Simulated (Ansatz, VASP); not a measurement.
# One calculation of AgCl, two programs

INCAR

```
ALGO = Normal
EDIFF = 1E-6
ENCUT = 500
GGA = PE
GGA_COMPAT = F
ISIF = 2
ISMEAR = -1
LASPH = T
LCHARG = T
LELF = T
LREAL = F
LVHAR = T
LWAVE = F
NBANDS = 16
NELM = 120
PREC = Accurate
SIGMA = 0.001
```

The input KPOINTS:

```
k-points
0
Gamma
  6 6 6
```

Contents of POSCAR:

```
AgCl
1.0
    0.0000000000      2.7731838142      2.7731838142
    2.7731838142      0.0000000000      2.7731838142
    2.7731838142      2.7731838142      0.0000000000
Ag Cl
1 1
Direct
    0.0000000000      0.0000000000      0.0000000000
    0.5000000000      0.5000000000      0.5000000000
```

Input for Ansatz:

```yaml
crystal:
  lattice:
    - [0.0, 2.7731838142, 2.7731838142]
    - [2.7731838142, 0.0, 2.7731838142]
    - [2.7731838142, 2.7731838142, 0.0]
  atoms:
    - { symbol: Ag, position: [0.0, 0.0, 0.0] }
    - { symbol: Cl, position: [0.5, 0.5, 0.5] }
kpoints:
  mp_grid: { grid: [6, 6, 6] }
hamiltonian:
  xc: pbe
scf:
  occupations: { method: fermi_dirac, width: 0.001 }
  n_extra_bands: 4
output:
  forces: true
  stress: true
  eigenvalues: true
```

Alike in both runs: task single point; functional PBE; k mesh 6 × 6 × 6; occupations fermi-dirac, width 0.001 eV; no spin polarisation.

```csv
,VASP,Ansatz
version,VASP 6.6.1,Ansatz 0.2.0
potentials or method,"VASP PAW PBE potentials, release 64 (Ag, Cl)",plane waves
plane-wave cutoff (eV),500,420
valence electrons in the cell,18,26
```

|  | VASP | Ansatz | Ansatz less VASP |
| --- | --- | --- | --- |
| gap on the k mesh at the Fermi level (eV) | 0.91 | 0.91 | +0.003 |
| pressure (GPa) | 1.5 | 1.6 | +0.14 |

VASP's potentials hold 18 valence electrons a cell and Ansatz's 26, so a difference there can come from the potentials and not from the codes.
